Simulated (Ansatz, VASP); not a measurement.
**One calculation of BN, two programs**

```
B N
1.0
     0.00000    3.43353    3.52600
     2.50763    0.00000    3.52600
     2.50763    3.43353    0.00000
B N
4 4
Direct
  0.10006 0.10006 0.39994
  0.39994 0.39994 0.10006
  0.14994 0.14994 0.85006
  0.85006 0.85006 0.14994
  0.17743 0.82257 0.17743
  0.82257 0.17743 0.82257
  0.07257 0.42743 0.07257
  0.42743 0.07257 0.42743
```

Alike in both runs: functional PBE; k mesh 6 × 6 × 6; occupations gaussian, width 0.02 eV; no spin polarisation.

Ansatz relaxed the structure, and its values are those at the end. VASP's run is a single point on that final structure, the one shown.

```csv
,VASP,Ansatz
version,VASP 6.6.1,Ansatz 0.2.0
potentials or method,"VASP PAW PBE potentials, release 64 (B, N), cutoff 520 eV","scalar-relativistic, plane waves, PAW"
valence electrons in the cell,32,32
```

|  | VASP | Ansatz | Ansatz less VASP |
| --- | --- | --- | --- |
| gap on the k mesh at the Fermi level (eV) | 5.12 | 5.14 | +0.012 |
| least direct gap on the mesh (eV) | 5.12 | 5.14 | +0.012 |
| pressure (GPa) | 0.2 | 0.0 | -0.17 |
| rms of the force components (eV/Å) | 0.011 | 0.001 | -0.0100 |
